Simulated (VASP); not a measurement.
Here is a VASP 6.6.1 calculation.

File POSCAR:

```
NaF
1.0
    2.3200000000      2.3200000000      0.0000000000
   -2.3200000000      2.3200000000      0.0000000000
    0.0000000000      2.3200000000      2.3200000000
Na F
1 1
Direct
    0.0000000000      0.0000000000      0.0000000000
    0.5000000000      0.5000000000      0.0000000000
```

Contents of INCAR.step1:

```
PREC = Accurate
ENCUT = 970
ISMEAR = -1
SIGMA = 0.05
LREAL = F
LASPH = T
NELM = 120
GGA = PE
ALGO = Normal
EDIFF = 1E-5
LWAVE = T
LCHARG = F
GGA_COMPAT = F
IBRION = 2
ISIF = 3
EDIFFG = -0.005
NELMIN = 4
NSW = 100
```

File INCAR.step2:

```
PREC = Accurate
ENCUT = 970
EDIFF = 1E-7
ISMEAR = -1
SIGMA = 0.05
LREAL = F
LASPH = T
NELM = 120
ALGO = Normal
ISIF = 3
LWAVE = F
LCHARG = F
METAGGA = R2SCAN
LMIXTAU = T
IBRION = 2
NSW = 100
EDIFFG = -0.002
ISTART = 1
GGA_COMPAT = F
NELMIN = 4
```

File KPOINTS:

```
Automatic mesh
0
Gamma
  12 12 12
```

Potentials or basis: VASP PAW PBE potentials, release 64 (Na_sv, F).

Launch:

```console
$ cat potpaw_PBE.64/Na_sv/POTCAR potpaw_PBE.64/F/POTCAR > POTCAR
$ cp INCAR.step1 INCAR
$ mpirun -np 1 vasp_std > vasp.out
$ cp INCAR.step2 INCAR
$ mpirun -np 1 vasp_std > vasp.out
```

Question: Estimate the relaxed volume.

Answer: 12.00 Å³/atom.

Question: Estimate the relaxed cell.

Answer: a = 3.237 Å, b = 3.237 Å, c = 3.237 Å, α = 60.00°, β = 60.00°, γ = 90.00°.

Question: Predict the space group after relaxing (to 0.1 Å).

Answer: Fm-3m (No. 225).

Question: Estimate the band gap on the k mesh.

Answer: 7.34 eV.

The path:
| step | energy change (eV) | largest force (eV/Å) | pressure (GPa) | volume (Å³) |
| --- | --- | --- | --- | --- |
| 1 | 0.0000 | 0.0000 | -2.07 | 24.97 |
| 2 | -0.0054 | 0.0000 | -0.91 | 24.40 |
| 3 | -0.0066 | 0.0000 | -0.04 | 24.01 |
| 4 | -0.0066 | 0.0000 | 0.00 | 23.99 |

Caveat: the PAW data sets were made with another functional, which shifts forces and pressure a little. A k mesh can miss the band edges.
